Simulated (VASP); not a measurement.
Write the native input for VASP 6.6.1 that does the following.

```yaml
Task: single point
Functional: PBEsol
Potentials_or_basis: VASP PAW PBE potentials, release 64 (Mg)
Cutoff: 520 eV
k_mesh: 19 × 19 × 19
Occupations: fermi-dirac, width 0.1 eV
Spin: no spin polarisation
Dipole_correction: no
Further_INCAR_settings: ALGO = Normal; EDIFF = 1e-06; NBANDS = 7
```

The structure of Mg lies in POSCAR:

```
Mg
1.0
    0.0000000000      1.7744406436      1.7744406436
    1.7744406436      0.0000000000      1.7744406436
    1.7744406436      1.7744406436      0.0000000000
Mg
1
Direct
    0.0000000000      0.0000000000      0.0000000000
```

One way to write it, as run:

INCAR

```
PREC     = Accurate       # precision mode
ENCUT    = 520            # plane-wave cutoff, eV
EDIFF    = 1E-6           # SCF threshold, eV
ISMEAR   = -1             # smearing method
SIGMA    = 0.1            # smearing width, eV
LREAL    = False          # projectors in reciprocal space
LASPH    = True           # aspherical terms in the spheres
NELM     = 60             # most SCF steps
ALGO     = Normal         # electronic algorithm
ISIF     = 2              # what is computed and relaxed
LWAVE    = False          # write WAVECAR
LCHARG   = True           # write CHGCAR
GGA      = PS             # functional
LELF     = True           # ELF
LVHAR    = True         
NBANDS   = 7              # bands
```

KPOINTS

```
Automatic mesh
0
Gamma
  19 19 19
```

Potentials or basis: VASP PAW PBE potentials, release 64 (Mg).

Command:

```console
$ cat potpaw_PBE.64/Mg/POTCAR > POTCAR
$ mpirun -np 1 vasp_std > vasp.out
```

Results of the run:

| Quantity | Value |
| --- | --- |
| Pressure | 102.7 GPa |
| Band gap on the k mesh | zero (band 1 reaches 8.96 eV, above the bottom of band 2 at 6.54 eV) |

Caveat: the PAW data sets were made with another functional, which shifts forces and pressure a little.

It took 31 s on 1 thread of AMD EPYC 7R43 64-Core Processor (Zen 3), with other jobs on the host, peak memory 0.1 GiB.
